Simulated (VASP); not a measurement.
# BeS (F-43m) in VASP: a series of runs

Runs on BeS. Level: PBEsol. Tasks: relaxation of cell and atoms.

Everything below comes from runs of VASP 6.6.1. Logs are shortened: lines on timing, memory, paths and dates and some standing lists are left out, and cuts for length are marked.

## 1. The cell of the first run

It takes space group F-43m (No. 216, cubic). Conventional cell: a = 4.838 Å, b = 4.838 Å, c = 4.838 Å, α = 90.00°, β = 90.00°, γ = 90.00°. Within 2.8 Å of Be (site symmetry -43m) lie 4 S at 2.09 Å. S (site symmetry -43m) has 4 Be at 2.09 Å within 2.8 Å.

## 2. Relaxation of cell and atoms, PBEsol, target pressure 10 GPa, at which the enthalpy is minimised

INCAR reads:

```
SYSTEM = BeS
ALGO = Normal
EDIFF = 1E-6
EDIFFG = -0.002
ENCUT = 600
GGA = PS
IBRION = 2
ISIF = 3
ISMEAR = 0
LASPH = .TRUE.
LCHARG = .FALSE.
LREAL = .FALSE.
LWAVE = .FALSE.
NELM = 60
NSW = 100
PREC = Accurate
PSTRESS = 100.0
SIGMA = 0.01
```

KPOINTS reads:

```
k-points
0
G
  8 8 8
  0 0 0
```

POSCAR reads:

```
BeS
1.0
    0.0000000000      2.4189639919      2.4189639919
    2.4189639919      0.0000000000      2.4189639919
    2.4189639919      2.4189639919      0.0000000000
Be S
1 1
Direct
    0.0000000000      0.0000000000      0.0000000000
    0.7500000000      0.7500000000      0.7500000000
```

Potentials or basis: VASP PAW PBE potentials, release 64 (Be, S).

Run with:

```console
> cat potpaw_PBE.64/Be/POTCAR potpaw_PBE.64/S/POTCAR > POTCAR
> mpirun -np 1 vasp_std > vasp.out
```

OUTCAR:

```text
SYSTEM = BeS
   EDIFF = 1E-6
   EDIFFG = -0.002
   ENCUT = 600
   GGA = PS
   IBRION = 2
   ISIF = 3
   ISMEAR = 0
   LASPH = .TRUE.
   LREAL = .FALSE.
   NELM = 60
   NSW = 100
   PREC = Accurate
   PSTRESS = 100.0

 ion  position               nearest neighbor table
   1  0.000  0.000  0.000-   2 2.09   2 2.09   2 2.09   2 2.09
   2  0.750  0.750  0.750-   1 2.09   1 2.09   1 2.09   1 2.09

  LATTYP: Found a face centered cubic cell.
 ALAT       =     4.8379279838

  Lattice vectors:

 A1 = (   0.0000000000,   2.4189639919,   2.4189639919)
 A2 = (   2.4189639919,   0.0000000000,   2.4189639919)
 A3 = (   2.4189639919,   2.4189639919,   0.0000000000)

Analysis of symmetry for initial positions (statically):
=====================================================================
 Subroutine PRICEL returns:
 Original cell was already a primitive cell.

 Routine SETGRP: Setting up the symmetry group for a
 face centered cubic supercell.

 Subroutine GETGRP returns: Found 24 space group operations
 (whereof 24 operations were pure point group operations)
 out of a pool of 48 trial point group operations.

The static configuration has the point symmetry T_d .

Analysis of symmetry for dynamics (positions and initial velocities):
=====================================================================
 Subroutine PRICEL returns:
 Original cell was already a primitive cell.

 Routine SETGRP: Setting up the symmetry group for a
 face centered cubic supercell.

 Subroutine GETGRP returns: Found 24 space group operations
 (whereof 24 operations were pure point group operations)
 out of a pool of 48 trial point group operations.

The dynamic configuration has the point symmetry T_d .

 Subroutine INISYM returns: Found 24 space group operations
 (whereof 24 operations are pure point group operations),
 and found     1 'primitive' translations

----------------------------------------------------------------------------------------

                                     Primitive cell

  volume of cell :      28.3086

  direct lattice vectors                    reciprocal lattice vectors
     0.000000000  2.418963992  2.418963992    -0.206700059  0.206700059  0.206700059
     2.418963992  0.000000000  2.418963992     0.206700059 -0.206700059  0.206700059
     2.418963992  2.418963992  0.000000000     0.206700059  0.206700059 -0.206700059

  length of vectors
     3.420931684  3.420931684  3.420931684     0.358015004  0.358015004  0.358015004

  position of ions in fractional coordinates (direct lattice)
     0.000000000  0.000000000  0.000000000
     0.750000000  0.750000000  0.750000000

  ion indices of the primitive-cell ions
   primitive index   ion index
                 1           1
                 2           2

----------------------------------------------------------------------------------------

 KPOINTS: k-points

Automatic generation of k-mesh.
 Grid dimensions read from file:
 generate k-points for:    8    8    8

 Generating k-lattice:

  Cartesian coordinates                     Fractional coordinates (reciprocal lattice)
    -0.025837507  0.025837507  0.025837507     0.125000000  0.000000000  0.000000000
     0.025837507 -0.025837507  0.025837507     0.000000000  0.125000000  0.000000000
     0.025837507  0.025837507 -0.025837507     0.000000000  0.000000000  0.125000000

  Length of vectors
     0.044751876  0.044751876  0.044751876

  Shift w.r.t. Gamma in fractional coordinates (k-lattice)
     0.000000000  0.000000000  0.000000000

 Subroutine IBZKPT returns following result:
 ===========================================

 Found     29 irreducible k-points:

 Following reciprocal coordinates:
            Coordinates               Weight
  0.000000  0.000000  0.000000      1.000000
  0.125000  0.000000  0.000000      8.000000
  0.250000  0.000000  0.000000      8.000000
  0.375000  0.000000  0.000000      8.000000
  0.500000  0.000000  0.000000      4.000000
  0.125000  0.125000  0.000000      6.000000
[... 16 lines left out ...]
  0.500000  0.250000  0.125000     48.000000
 -0.375000  0.250000  0.125000     24.000000
 [... further k-points ...]
   k-points           NKPTS =     29   k-points in BZ     NKDIM =     29   number of bands    NBANDS=      8
   number of dos      NEDOS =    301   number of ions     NIONS =      2
   total plane-waves  NPLWV =  21952
   dimension x,y,z NGX =    28 NGY =   28 NGZ =   28
   dimension x,y,z NGXF=    56 NGYF=   56 NGZF=   56
   ions per type =               1   1
   NGX,Y,Z   is equivalent  to a cutoff of  13.61, 13.61, 13.61 a.u.
   NGXF,Y,Z  is equivalent  to a cutoff of  27.21, 27.21, 27.21 a.u.
 SYSTEM =  BeS
   PREC   = accura    normal or accurate (medium, high low for compatibility)
   ISTART =      0    job   : 0-new  1-cont  2-samecut
   ICHARG =      2    charge: 1-file 2-atom 10-const
   ISPIN  =      1    spin polarized calculation?
   LNONCOLLINEAR =      F non collinear calculations
   LSORBIT =      F    spin-orbit coupling
   LASPH  =      T    aspherical Exc in radial PAW
   ENCUT  =  600.0 eV  44.10 Ry    6.64 a.u.   6.83  6.83  6.83*2*pi/ulx,y,z
   NELM   =     60;   NELMIN=  2; NELMDL= -5     # of ELM steps
   EDIFF  = 0.1E-05   stopping-criterion for ELM
   LREAL  =      F    real-space projection
   EDIFFG = -.2E-02   stopping-criterion for IOM
   NSW    =    100    number of steps for IOM
   IBRION =      2    ionic relax: 0-MD 1-quasi-New 2-CG
   NFREE  =      1    steps in history (QN), initial steepest desc. (CG)
   ISIF   =      3    stress and relaxation
   ISYM   =      2    0-nonsym 1-usesym 2-fastsym
   POTIM  = 0.5000    time-step for ionic-motion
   TEBEG  =    0.0;   TEEND  =   0.0 temperature during run
   PSTRESS=  100.0 pullay stress
   NELECT =       8.0000    total number of electrons
   NUPDOWN=      -1.0000    fix difference up-down
   EMIN   =  10.00;   EMAX   =-10.00  energy-range for DOS
   EFERMI =   0.00;   METHOD = LEGACY
   ISMEAR =     0;   SIGMA  =   0.01  broadening in eV -4-tet -1-fermi 0-gaus
   EFERMI_NEDOS =   21; number of points for ismear=-14 and -15
   IALGO  =     38    algorithm
   IMIX   =      4    mixing-type and parameters
     AMIX     =   0.40;   BMIX     =  1.00
     AMIX_MAG =   1.60;   BMIX_MAG =  1.00
  volume/ion in A,a.u.               =      14.15        95.52
  Fermi-wavevector in a.u.,A,eV,Ry     =   1.074316  2.030163 15.703234  1.154155
  Thomas-Fermi vector in A             =   2.210141
   LORBIT       =      0    0 simple, 1 ext, 2 COOP (PROOUT), +10 PAW based schemes
   GGA     = PS    functional components
   LHFCALC =     F    Hartree Fock is set to
   AEXX    =    0.0000 exact exchange contribution
   IVDW    =     0    specifies the selected vdW correction
   LEPSILON=     F    determine dielectric tensor
   LRPA    =     F    only Hartree local field effects (RPA)
 conjugate gradient relaxation of ions
 non-spin polarized calculation
 Gauss-broadening in eV      SIGMA  =   0.01
  energy-cutoff  :      600.00
  volume of cell :       28.31
 maximum number of plane-waves:       960
   NGX = 13   NGY = 13   NGZ = 13

--------------------------------------- Ionic step        1  -------------------------------------------

 number of electron       8.0000000 magnetization

 Free energy of the ion-electron system (eV)
  ---------------------------------------------------
  ext. energy  EPLUGINS =         0.00000000
  ---------------------------------------------------
  free energy    TOTEN  =       -10.56434969 eV

  energy without entropy =      -10.56434969  energy(sigma->0) =      -10.56434969

 E-fermi :   4.3393     XC(G=0):  -9.9316

 val. band max:        4.2219247209   @ k =   0.0000   0.0000   0.0000
 cond. band min:       7.1331095523   @ k =   0.5000   0.5000   0.0000
 fundamental gap:      2.9111848315
 Fermi energy:         4.3393316282

 k-point     1 :       0.0000    0.0000    0.0000
  band No.  band energies     occupation
      1      -9.5464      2.00000
      2       4.2219      2.00000
      3       4.2219      2.00000
      4       4.2219      2.00000
      5       9.8284      0.00000
      6       9.8284      0.00000
      7       9.8284      0.00000
      8       9.9911      0.00000

 k-point     2 :       0.1250    0.0000    0.0000
  band No.  band energies     occupation
      1      -9.3654      2.00000
      2       2.9890      2.00000
      3       4.0175      2.00000
      4       4.0175      2.00000
      5       9.7382      0.00000
      6      10.1908      0.00000
      7      10.1908      0.00000
      8      11.3234      0.00000
[... 309 lines left out ...]
  FREE ENERGIE OF THE ION-ELECTRON SYSTEM (eV)
  ---------------------------------------------------
  free  energy   TOTEN  =       -10.4079290217 eV

  energy  without entropy=      -10.4079290217  energy(sigma->0) =      -10.40792902

  enthalpy is  TOTEN    =        -8.8534643198 eV   P V=        1.5544647018

--------------------------------------- Ionic step        3  -------------------------------------------

 number of electron       8.0000000 magnetization

 Free energy of the ion-electron system (eV)
  ---------------------------------------------------
  ext. energy  EPLUGINS =         0.00000000
  ---------------------------------------------------
  free energy    TOTEN  =       -10.49519622 eV

  energy without entropy =      -10.49519622  energy(sigma->0) =      -10.49519622

 E-fermi :   5.2545     XC(G=0): -10.2856

 val. band max:        5.1580580457   @ k =   0.0000   0.0000   0.0000
 cond. band min:       7.8567085765   @ k =   0.5000   0.5000   0.0000
 fundamental gap:      2.6986505308
 Fermi energy:         5.2545020100

 k-point     1 :       0.0000    0.0000    0.0000
  band No.  band energies     occupation
      1      -9.2273      2.00000
      2       5.1581      2.00000
      3       5.1581      2.00000
      4       5.1581      2.00000
      5      10.7053      0.00000
      6      10.7053      0.00000
      7      10.7053      0.00000
      8      11.6705      0.00000

 k-point     2 :       0.1250    0.0000    0.0000
  band No.  band energies     occupation
      1      -9.0255      2.00000
      2       3.8170      2.00000
      3       4.9227      2.00000
      4       4.9227      2.00000
      5      10.8290      0.00000
      6      11.1109      0.00000
      7      11.1109      0.00000
      8      12.9030      0.00000
[... 264 lines left out ...]
 POSITION                                       TOTAL-FORCE (eV/Angst)
 -----------------------------------------------------------------------------------
      0.00000      0.00000      0.00000         0.000000      0.000000      0.000000
      3.52637      3.52637      3.52637        -0.000000     -0.000000     -0.000000
 -----------------------------------------------------------------------------------
    total drift:                                0.000000      0.000000      0.000000

  FREE ENERGIE OF THE ION-ELECTRON SYSTEM (eV)
  ---------------------------------------------------
  free  energy   TOTEN  =       -10.4951962200 eV

  energy  without entropy=      -10.4951962200  energy(sigma->0) =      -10.49519622

  enthalpy is  TOTEN    =        -8.8732759370 eV   P V=        1.6219202830

 reached required accuracy - stopping structural energy minimisation
```

Wall time 12 s (1 thread of AMD EPYC 9R45 (Zen 5), shared host); peak memory 0.12 GiB.

What came out:

```
Free energy                                            : -10.4952 eV
Relaxed volume                                         : 12.99 Å³/atom
Relaxed cell                                           : a = 3.325 Å, b = 3.325 Å, c = 3.325 Å, α = 60.00°, β = 60.00°, γ = 60.00°
Space group after relaxing (to 0.05 Å)                 : F-43m (No. 216)
Energy change on relaxing (the enthalpy is what falls) : +34.6 meV/atom
Ionic steps                                            : 3
Pressure after relaxing                                : 10.0 GPa
Band gap on the k mesh                                 : 2.70 eV, indirect (least direct gap 5.55 eV)
```

Step by step:
| step | energy change (eV) | largest force (eV/Å) | pressure (GPa) | volume (Å³) |
| --- | --- | --- | --- | --- |
| 1 | 0.0000 | 0.0000 | 0.19 | 28.31 |
| 2 | 0.1564 | 0.0000 | 16.09 | 24.91 |
| 3 | 0.0692 | 0.0000 | 9.98 | 25.99 |

Final structure:
```yaml
crystal:
  lattice:
    - [0.00000, 2.35091, 2.35091]
    - [2.35091, 0.00000, 2.35091]
    - [2.35091, 2.35091, 0.00000]
  atoms:
    - { symbol: Be, position: [0.00000, 0.00000, 0.00000] }
    - { symbol: S, position: [0.75000, 0.75000, 0.75000] }
```

Caveat: the cell is relaxed towards a set pressure, so the enthalpy falls and the energy may rise; the PAW data sets were made with another functional, which shifts forces and pressure a little. A k mesh can miss the band edges.

## 3. Relaxation of cell and atoms, PBEsol, target pressure 15 GPa, at which the enthalpy is minimised

INCAR reads:

```
PREC = Accurate
ENCUT = 600
EDIFF = 1E-7
ISMEAR = 0
SIGMA = 0.01
LREAL = F
LASPH = T
NELM = 60
ALGO = Normal
ISIF = 3
LWAVE = F
LCHARG = F
GGA = PS
IBRION = 2
NSW = 100
EDIFFG = -0.002
PSTRESS = 150.0
```

KPOINTS reads:

```
regular mesh
0
Gamma
  8 8 8
```

POSCAR is that of step 2.

Potentials or basis: VASP PAW PBE potentials, release 64 (Be, S).

Run with:

```console
> cat potpaw_PBE.64/Be/POTCAR potpaw_PBE.64/S/POTCAR > POTCAR
> mpirun -np 1 vasp_std > vasp.out
```

OUTCAR:

```text
PREC = Accurate
   ENCUT = 600
   EDIFF = 1E-7
   ISMEAR = 0
   LREAL = F
   LASPH = T
   NELM = 60
   ISIF = 3
   GGA = PS
   IBRION = 2
   NSW = 100
   EDIFFG = -0.002
   PSTRESS = 150.0

 ion  position               nearest neighbor table
   1  0.000  0.000  0.000-   2 2.09   2 2.09   2 2.09   2 2.09
   2  0.750  0.750  0.750-   1 2.09   1 2.09   1 2.09   1 2.09

  LATTYP: Found a face centered cubic cell.
 ALAT       =     4.8379279838

  Lattice vectors:

 A1 = (   0.0000000000,   2.4189639919,   2.4189639919)
 A2 = (   2.4189639919,   0.0000000000,   2.4189639919)
 A3 = (   2.4189639919,   2.4189639919,   0.0000000000)

Analysis of symmetry for initial positions (statically):
=====================================================================
 Subroutine PRICEL returns:
 Original cell was already a primitive cell.

 Routine SETGRP: Setting up the symmetry group for a
 face centered cubic supercell.

 Subroutine GETGRP returns: Found 24 space group operations
 (whereof 24 operations were pure point group operations)
 out of a pool of 48 trial point group operations.

The static configuration has the point symmetry T_d .

Analysis of symmetry for dynamics (positions and initial velocities):
=====================================================================
 Subroutine PRICEL returns:
[... 141 lines left out ...]
 non-spin polarized calculation
 Gauss-broadening in eV      SIGMA  =   0.01
  energy-cutoff  :      600.00
  volume of cell :       28.31
 maximum number of plane-waves:       960
   NGX = 13   NGY = 13   NGZ = 13

--------------------------------------- Ionic step        1  -------------------------------------------

 number of electron       8.0000000 magnetization

 Free energy of the ion-electron system (eV)
  ---------------------------------------------------
  ext. energy  EPLUGINS =         0.00000000
  ---------------------------------------------------
  free energy    TOTEN  =       -10.56434969 eV

  energy without entropy =      -10.56434969  energy(sigma->0) =      -10.56434969

 E-fermi :   4.3393     XC(G=0):  -9.9316

 val. band max:        4.2219247208   @ k =   0.0000   0.0000   0.0000
 cond. band min:       7.1331095511   @ k =   0.5000   0.5000   0.0000
 fundamental gap:      2.9111848303
 Fermi energy:         4.3393316272

 k-point     1 :       0.0000    0.0000    0.0000
  band No.  band energies     occupation
      1      -9.5464      2.00000
      2       4.2219      2.00000
      3       4.2219      2.00000
      4       4.2219      2.00000
      5       9.8284      0.00000
      6       9.8284      0.00000
      7       9.8284      0.00000
      8       9.9911      0.00000
[... 442 lines left out ...]
--------------------------------------- Ionic step        6  -------------------------------------------

 number of electron       7.9999999 magnetization

 Free energy of the ion-electron system (eV)
  ---------------------------------------------------
  ext. energy  EPLUGINS =         0.00000000
  ---------------------------------------------------
  free energy    TOTEN  =       -10.42506216 eV

  energy without entropy =      -10.42506216  energy(sigma->0) =      -10.42506216

 E-fermi :   5.6835     XC(G=0): -10.4344

 val. band max:        5.5692550898   @ k =   0.0000   0.0000   0.0000
 cond. band min:       8.1709023556   @ k =   0.5000   0.5000   0.0000
 fundamental gap:      2.6016472658
 Fermi energy:         5.6834728017

 k-point     1 :       0.0000    0.0000    0.0000
  band No.  band energies     occupation
      1      -9.0899      2.00000
      2       5.5693      2.00000
      3       5.5693      2.00000
      4       5.5693      2.00000
      5      11.0823      0.00000
      6      11.0823      0.00000
      7      11.0823      0.00000
      8      12.4044      0.00000
[... 286 lines left out ...]
  energy  without entropy=      -10.4250621646  energy(sigma->0) =      -10.42506216

  enthalpy is  TOTEN    =        -8.0768153935 eV   P V=        2.3482467711

 reached required accuracy - stopping structural energy minimisation
```

OSZICAR:

```text
N       E                     dE             d eps       ncg     rms          rms(c)
DAV:   1     0.214889153031E+02    0.21489E+02   -0.43597E+03   464   0.957E+02
DAV:   2    -0.989198000186E+01   -0.31381E+02   -0.30040E+02   664   0.133E+02
DAV:   3    -0.107513183472E+02   -0.85934E+00   -0.85934E+00   568   0.275E+01
[... 47 lines left out ...]
DAV:   2    -0.104250642508E+02    0.20397E-04   -0.52703E-05   544   0.454E-02    0.152E-02
DAV:   3    -0.104250617042E+02    0.25465E-05   -0.13383E-05   576   0.217E-02    0.840E-03
DAV:   4    -0.104250618118E+02   -0.10756E-06   -0.12999E-07   440   0.331E-03    0.653E-03
DAV:   5    -0.104250622023E+02   -0.39046E-06   -0.15383E-07   312   0.270E-03    0.888E-04
DAV:   6    -0.104250621646E+02    0.37651E-07   -0.82749E-09   232   0.983E-04
   6 F= -.80768154E+01 E0= -.80768154E+01  d E =-.421527E-04
```

Run time: 19 s. Hardware: 1 thread of AMD EPYC 9R45 (Zen 5), shared host; peak memory 0.12 GiB.

Results:

| Quantity | Value |
| --- | --- |
| Free energy | -10.4251 eV |
| Relaxed volume | 12.54 Å³/atom |
| Relaxed cell | a = 3.286 Å, b = 3.286 Å, c = 3.286 Å, α = 60.00°, β = 60.00°, γ = 60.00° |
| Space group after relaxing (to 0.05 Å) | F-43m (No. 216) |
| Energy change on relaxing (the enthalpy is what falls) | +69.6 meV/atom |
| Ionic steps | 6 |
| Pressure after relaxing | 15.0 GPa |
| Band gap on the k mesh | 2.60 eV, indirect (least direct gap 5.51 eV) |

Step by step:
```
step  energy change (eV)  largest force (eV/Å)  pressure (GPa)  volume (Å³)
   1              0.0000                0.0000            0.19        28.31
   2              0.3753                0.0000           27.67        23.28
   3              0.1380                0.0000           14.92        25.10
   4              0.1438                0.0000           15.27        25.03
   5              0.1370                0.0000           14.85        25.11
   6              0.1393                0.0000           15.00        25.08
```

Final structure:
```
CELL_PARAMETERS angstrom
0.00000 2.32333 2.32333
2.32333 0.00000 2.32333
2.32333 2.32333 0.00000
ATOMIC_POSITIONS crystal
Be 0.00000 0.00000 0.00000
S 0.75000 0.75000 0.75000
```

Levels at points of the mesh, in eV from the valence-band top:
| k point | band 1 | band 2 | band 3 | band 4 | band 5 | band 6 | band 7 | band 8 |
| --- | --- | --- | --- | --- | --- | --- | --- | --- |
| (0.00, 0.00, 0.00) | -14.66 | 0.00 | 0.00 | 0.00 | 5.51 | 5.51 | 5.51 | 6.84 |
| (0.50, 0.00, 0.00) | -12.64 | -6.76 | -1.24 | -1.24 | 5.84 | 6.41 | 6.41 | 11.53 |
| (0.50, 0.50, 0.00) | -11.96 | -5.78 | -3.16 | -3.16 | 2.60 | 4.65 | 13.79 | 13.79 |

Caveat: the cell is relaxed towards a set pressure, so the enthalpy falls and the energy may rise; the PAW data sets were made with another functional, which shifts forces and pressure a little. A k mesh can miss the band edges.
